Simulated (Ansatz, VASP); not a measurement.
# ZnO: VASP beside Ansatz

File POSCAR:

```
ZnO
1.0
    3.2352635141      0.0000000000      0.0000000000
   -1.6176317571      2.8018203912      0.0000000000
    0.0000000000      0.0000000000      5.2113138462
Zn O
2 2
Direct
    0.3333333333      0.6666666667     -0.0078568486
    0.6666666667      0.3333333333      0.4921431514
    0.3333333333      0.6666666667      0.3898568486
    0.6666666667      0.3333333333      0.8898568486
```

File INCAR.step1:

```
SYSTEM = ZnO
PREC = Accurate
ENCUT = 520
ISMEAR = 0
SIGMA = 0.01
LREAL = .FALSE.
LASPH = .TRUE.
NELM = 100
NBANDS = 26
GGA = PE
ALGO = Normal
EDIFF = 1E-4
LWAVE = .TRUE.
LCHARG = .FALSE.
```

Contents of INCAR.step2:

```
SYSTEM = ZnO
PREC = Accurate
ENCUT = 520
EDIFF = 1E-6
ISMEAR = 0
SIGMA = 0.01
LREAL = .FALSE.
LASPH = .TRUE.
NELM = 100
ALGO = Normal
ISIF = 2
LWAVE = .FALSE.
LCHARG = .FALSE.
METAGGA = R2SCAN
LMIXTAU = .TRUE.
NBANDS = 26
ISTART = 1
```

Contents of KPOINTS:

```
Automatic mesh
0
G
  9 9 6
  0 0 0
```

Input for Ansatz:

```yaml
crystal:
  lattice:
    - [3.2352635141, 0.0, 0.0]
    - [-1.6176317571, 2.8018203912, 0.0]
    - [0.0, 0.0, 5.2113138462]
  atoms:
    - { symbol: Zn, position: [0.3333333333, 0.6666666667, -0.0078568486] }
    - { symbol: Zn, position: [0.6666666667, 0.3333333333, 0.4921431514] }
    - { symbol: O, position: [0.3333333333, 0.6666666667, 0.3898568486] }
    - { symbol: O, position: [0.6666666667, 0.3333333333, 0.8898568486] }
basis:
  ecutwfc: 500
  xc_grid: 2
kpoints:
  mp_grid: { grid: [9, 9, 6] }
hamiltonian:
  xc: r2scan
  pseudopotentials: { kind: paw, azcp: { folder: soft_1 } }
scf:
  occupations: { method: fixed }
output:
  forces: true
  stress: true
  eigenvalues: true
  polarization: {}
```

Change from the starting cell: polar distortion scaled by 0.85.

Alike in both runs: task single point; functional r2SCAN; k mesh 9 × 9 × 6; no spin polarisation.

|  | VASP | Ansatz |
| --- | --- | --- |
| version | VASP 6.6.1 | Ansatz 0.2.0 |
| potentials or method | VASP PAW PBE potentials, release 64 (Zn, O), cutoff 520 eV | scalar-relativistic, plane waves, PAW |
| occupations | gaussian, width 0.01 eV | fixed |
| valence electrons in the cell | 36 | 36 |

VASP gave:

```
gap on the k mesh at the Fermi level (eV)                     : 1.23
least direct gap on the mesh (eV)                             : 1.23
pressure (GPa)                                                : 1.6
traceless stress, the component that is largest in VASP (GPa) : -5.01
rms of the force components (eV/Å)                            : 0.284
```

Task: Which values does Ansatz return?

Result: gap on the k mesh at the Fermi level (eV): 1.23; least direct gap on the mesh (eV): 1.23; pressure (GPa): 0.6; traceless stress, the component that is largest in VASP (GPa): -4.58; rms of the force components (eV/Å): 0.257.

VASP's potentials were made for PBE, not for r2SCAN. Atom by atom the forces differ by 0.026 eV/Å (rms over components).
